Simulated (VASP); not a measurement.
## WC: single point with PBE

Crystal: WC.

```xyz
2
Lattice="0.0000 2.3494 2.3494 2.3494 0.0000 2.3494 2.3494 2.3494 0.0000" Properties=species:S:1:pos:R:3 pbc="T T T"
W     0.0000    0.0000    0.0000
C     3.5241    3.5241    3.5241
```

The cell was generated, and may not be a known phase.

```json
{
  "Program": "VASP 6.6.1",
  "Task": "single point",
  "Functional": "PBE",
  "Potentials or basis": "VASP PAW PBE potentials, release 64 (W_sv, C)",
  "Cutoff": "600 eV",
  "k mesh": "7 × 7 × 7",
  "Occupations": "gaussian, width 0.2 eV",
  "Spin": "no spin polarisation",
  "Dipole correction": "no",
  "Further INCAR settings": "ALGO = Normal; EDIFF = 1e-06; NBANDS = 16"
}
```

- Pressure: 0.6 GPa
- Band gap on the k mesh: zero (bands 9 and 10 overlap by 1.04 eV)

Levels at points of the mesh, in eV from the Fermi level:
```tsv
k point	band 6	band 7	band 8	band 9	band 10	band 11	band 12	band 13
(0.00, 0.00, 0.00)	-5.60	-5.60	-5.60	-0.01	-0.01	2.69	7.57	7.57
```

Run time: 7 s on 1 thread of Intel(R) Xeon(R) Platinum 8488C (Sapphire Rapids), with other jobs on the host, peak memory 0.16 GiB.

Caveat: spin-orbit coupling is left out, which moves the levels of the heavy elements.
